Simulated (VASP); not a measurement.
# Tl (P6_3/mmc) in VASP: single point with PBE

Aim: the single point of Tl with PBE.

All numbers are computed with VASP 6.6.1; they aren't measurements. Logs are shortened: lines on timing, memory, paths and dates and some standing lists are left out, and cuts for length are marked.

## 1. The cell of the first run

Symmetry: P6_3/mmc, No. 194, hexagonal system. Conventional cell: a = 3.167 Å, b = 3.167 Å, c = 6.581 Å, α = 90.00°, β = 90.00°, γ = 120.00°. Tl (site symmetry -6m2) has 12 Tl at 3.17 to 3.76 Å within 4.2 Å.

## 2. Single point, PBE

Contents of INCAR:

```
PREC     = Accurate       # precision mode
ENCUT    = 520            # plane-wave cutoff, eV
EDIFF    = 1E-6           # SCF threshold, eV
ISMEAR   = 0              # smearing method
SIGMA    = 0.15           # smearing width, eV
LREAL    = False          # projectors in reciprocal space
LASPH    = True           # aspherical terms in the spheres
NELM     = 100            # most SCF steps
ALGO     = Fast           # electronic algorithm
ISIF     = 2              # what is computed and relaxed
LWAVE    = False          # write WAVECAR
LCHARG   = False          # write CHGCAR
GGA      = PE             # functional
NBANDS   = 20             # bands
```

Contents of KPOINTS:

```
Automatic mesh
0
Gamma
  18 18 10
```

Contents of POSCAR:

```
Tl
1.0
    3.1665941845      0.0000000000      0.0000000000
   -1.5832970923      2.7423510073      0.0000000000
    0.0000000000      0.0000000000      6.5810397992
Tl
2
Direct
    0.3333333333      0.6666666667      0.2500000000
    0.6666666667      0.3333333333      0.7500000000
```

Potentials or basis: VASP PAW PBE potentials, release 64 (Tl_d).

The run is started by

```sh
> cat potpaw_PBE.64/Tl_d/POTCAR > POTCAR
> mpirun -np 1 vasp_std > vasp.out
```

OUTCAR:

```text
PREC = Accurate
   ENCUT = 520
   EDIFF = 1E-6
   ISMEAR = 0
   LREAL = False
   LASPH = True
   NELM = 100
   ISIF = 2
   GGA = PE

 ion  position               nearest neighbor table
   1  0.333  0.667  0.250-   2 3.76   2 3.76   2 3.76   2 3.76   2 3.76   2 3.76
   2  0.667  0.333  0.750-   1 3.76   1 3.76   1 3.76   1 3.76   1 3.76   1 3.76

  LATTYP: Found a hexagonal cell.
 ALAT       =     3.1665941845
 C/A-ratio  =     2.0782706642

  Lattice vectors:

 A1 = (   3.1665941845,   0.0000000000,   0.0000000000)
 A2 = (  -1.5832970923,   2.7423510073,   0.0000000000)
 A3 = (   0.0000000000,   0.0000000000,   6.5810397992)

Analysis of symmetry for initial positions (statically):
=====================================================================
 Subroutine PRICEL returns:
 Original cell was already a primitive cell.

 Routine SETGRP: Setting up the symmetry group for a
 hexagonal supercell.

 Subroutine GETGRP returns: Found 24 space group operations
 (whereof 12 operations were pure point group operations)
 out of a pool of 24 trial point group operations.

The static configuration has the point symmetry D_3d.
 The point group associated with its full space group is D_6h.

Analysis of symmetry for dynamics (positions and initial velocities):
=====================================================================
 Subroutine PRICEL returns:
 Original cell was already a primitive cell.

 Routine SETGRP: Setting up the symmetry group for a
 hexagonal supercell.

 Subroutine GETGRP returns: Found 24 space group operations
 (whereof 12 operations were pure point group operations)
 out of a pool of 24 trial point group operations.

The dynamic configuration has the point symmetry D_3d.
 The point group associated with its full space group is D_6h.

 Subroutine INISYM returns: Found 24 space group operations
 (whereof 12 operations are pure point group operations),
 and found     1 'primitive' translations

----------------------------------------------------------------------------------------

                                     Primitive cell

  volume of cell :      57.1492

  direct lattice vectors                    reciprocal lattice vectors
     3.166594185  0.000000000  0.000000000     0.315796702  0.182325311  0.000000000
    -1.583297092  2.742351007  0.000000000     0.000000000  0.364650622  0.000000000
     0.000000000  0.000000000  6.581039799     0.000000000  0.000000000  0.151951672

  length of vectors
     3.166594185  3.166594185  6.581039799     0.364650622  0.364650622  0.151951672

[... 79 lines left out ...]
   NELM   =    100;   NELMIN=  2; NELMDL= -5     # of ELM steps
   EDIFF  = 0.1E-05   stopping-criterion for ELM
   LREAL  =      F    real-space projection
   EDIFFG = 0.1E-04   stopping-criterion for IOM
   NSW    =      0    number of steps for IOM
   IBRION =     -1    ionic relax: 0-MD 1-quasi-New 2-CG
   NFREE  =      0    steps in history (QN), initial steepest desc. (CG)
   ISIF   =      2    stress and relaxation
   ISYM   =      2    0-nonsym 1-usesym 2-fastsym
   POTIM  = 0.5000    time-step for ionic-motion
   TEBEG  =    0.0;   TEEND  =   0.0 temperature during run
   PSTRESS=    0.0 pullay stress
   NELECT =      26.0000    total number of electrons
   NUPDOWN=      -1.0000    fix difference up-down
   EMIN   =  10.00;   EMAX   =-10.00  energy-range for DOS
   EFERMI =   0.00;   METHOD = LEGACY
   ISMEAR =     0;   SIGMA  =   0.15  broadening in eV -4-tet -1-fermi 0-gaus
   EFERMI_NEDOS =   21; number of points for ismear=-14 and -15
   IALGO  =     68    algorithm
   IMIX   =      4    mixing-type and parameters
     AMIX     =   0.40;   BMIX     =  1.00
     AMIX_MAG =   1.60;   BMIX_MAG =  1.00
  volume/ion in A,a.u.               =      28.57       192.83
  Fermi-wavevector in a.u.,A,eV,Ry     =   1.259107  2.379367 21.570001  1.585350
  Thomas-Fermi vector in A             =   2.392683
   LORBIT       =      0    0 simple, 1 ext, 2 COOP (PROOUT), +10 PAW based schemes
   GGA     = PE    functional components
   LHFCALC =     F    Hartree Fock is set to
   AEXX    =    0.0000 exact exchange contribution
   IVDW    =     0    specifies the selected vdW correction
   LEPSILON=     F    determine dielectric tensor
   LRPA    =     F    only Hartree local field effects (RPA)
 non-spin polarized calculation
 RMM-DIIS sequential band-by-band and
 Gauss-broadening in eV      SIGMA  =   0.15
  energy-cutoff  :      520.00
  volume of cell :       57.15
 maximum number of plane-waves:      1556
 NGX is ok and might be reduce to    24
   NGX = 11   NGY = 11   NGZ = 25

 number of electron      26.0000004 magnetization

 Free energy of the ion-electron system (eV)
  ---------------------------------------------------
  ext. energy  EPLUGINS =         0.00000000
  ---------------------------------------------------
  free energy    TOTEN  =        -4.13058837 eV

  energy without entropy =       -4.11748868  energy(sigma->0) =       -4.12403852

 E-fermi :   6.6731     XC(G=0): -10.1470

 val. band max:        6.6729532368   @ k =   0.2778   0.2778   0.4000
 cond. band min:       6.6732621433   @ k =   0.2778   0.2222   0.3000
 fundamental gap:      0.0003089065
 Fermi energy:         6.6731230967

 k-point     1 :       0.0000    0.0000    0.0000
  band No.  band energies     occupation
      1      -5.5230      2.00000
      2      -5.4590      2.00000
      3      -5.1389      2.00000
      4      -5.1389      2.00000
      5      -5.1237      2.00000
      6      -5.1237      2.00000
[... 541 lines left out ...]
     19      16.1419      0.00000
     20      17.8760      0.00000

 [... further k-points ...]

------------------------ aborting loop because EDIFF is reached ----------------------------------------

  FORCE on cell =-STRESS in cart. coord.  units (eV):
  Direction    XX          YY          ZZ          XY          YZ          ZX
  --------------------------------------------------------------------------------------
  -------------------------------------------------------------------------------------
  Total        3.1602360      3.1602360     -0.2626318     -0.0000000      0.0000000      0.0000000
  in kB       88.5972281     88.5972281     -7.3628828     -0.0000000      0.0000000      0.0000000
  external PRESSURE =      56.6105245 kB  Pullay stress =       0.0000000 kB

 VOLUME and BASIS-vectors are now :
 -----------------------------------------------------------------------------
  energy-cutoff  :      520.00
  volume of cell :       57.15
      direct lattice vectors                 reciprocal lattice vectors
     3.166594185  0.000000000  0.000000000     0.315796702  0.182325311  0.000000000
    -1.583297092  2.742351007  0.000000000     0.000000000  0.364650622  0.000000000
     0.000000000  0.000000000  6.581039799     0.000000000  0.000000000  0.151951672

 POSITION                                       TOTAL-FORCE (eV/Angst)
 -----------------------------------------------------------------------------------
     -0.00000      1.82823      1.64526         0.000000      0.000000      0.000000
      1.58330      0.91412      4.93578        -0.000000     -0.000000      0.000000
 -----------------------------------------------------------------------------------
    total drift:                                0.000000     -0.000000      0.000000

  FREE ENERGIE OF THE ION-ELECTRON SYSTEM (eV)
  ---------------------------------------------------
  free  energy   TOTEN  =        -4.1305883675 eV

  energy  without entropy=       -4.1174886808  energy(sigma->0) =       -4.12403852
```

OSZICAR:

```text
N       E                     dE             d eps       ncg     rms          rms(c)
DAV:   1     0.132589645815E+03    0.13259E+03   -0.14175E+04  8920   0.123E+03
DAV:   2    -0.158089622951E+01   -0.13417E+03   -0.13147E+03  9708   0.278E+02
DAV:   3    -0.417644351707E+01   -0.25955E+01   -0.25853E+01 10276   0.340E+01
DAV:   4    -0.419350038598E+01   -0.17057E-01   -0.17054E-01  9780   0.293E+00
DAV:   5    -0.419375473892E+01   -0.25435E-03   -0.25435E-03 10252   0.354E-01    0.406E+00
RMM:   6    -0.414220741311E+01    0.51547E-01   -0.72105E-02  8911   0.183E+00    0.271E+00
RMM:   7    -0.413215091566E+01    0.10056E-01   -0.58420E-02  9174   0.177E+00    0.591E-01
RMM:   8    -0.413059534279E+01    0.15556E-02   -0.81377E-03  9451   0.591E-01    0.473E-02
RMM:   9    -0.413058614268E+01    0.92001E-05   -0.19390E-04  9843   0.119E-01    0.244E-02
RMM:  10    -0.413058839235E+01   -0.22497E-05   -0.31891E-05  9934   0.435E-02    0.448E-03
RMM:  11    -0.413058836749E+01    0.24856E-07   -0.41209E-06  7792   0.149E-02
   1 F= -.41305884E+01 E0= -.41240385E+01  d E =-.130997E-01
```

It took 2.6 min on 1 thread of AMD EPYC 7R13, shared host; peak memory 0.29 GiB.

What came out:

* Free energy: -4.1306 eV
* Pressure: 5.7 GPa
* Band gap on the k mesh: zero (bands 13 and 14 overlap by 4.39 eV)

Levels at points of the mesh, in eV from the Fermi level:
```
           k point  band 11  band 12  band 13  band 14  band 15  band 16
(0.00, 0.00, 0.00)   -10.19    -7.53    -3.51     5.07     9.19    11.40
(0.50, 0.00, 0.00)    -4.70    -4.01    -1.89    -1.21     1.46     3.46
(0.00, 0.00, 0.50)    -9.24    -9.24     0.09     0.09    11.99    11.99
(0.50, 0.00, 0.50)    -4.10    -4.10    -2.40    -2.40     4.18     4.18
```

Caveat: the stress differs along the axes, from -1 to 9 GPa; spin-orbit coupling is left out, which moves the levels of the heavy elements.
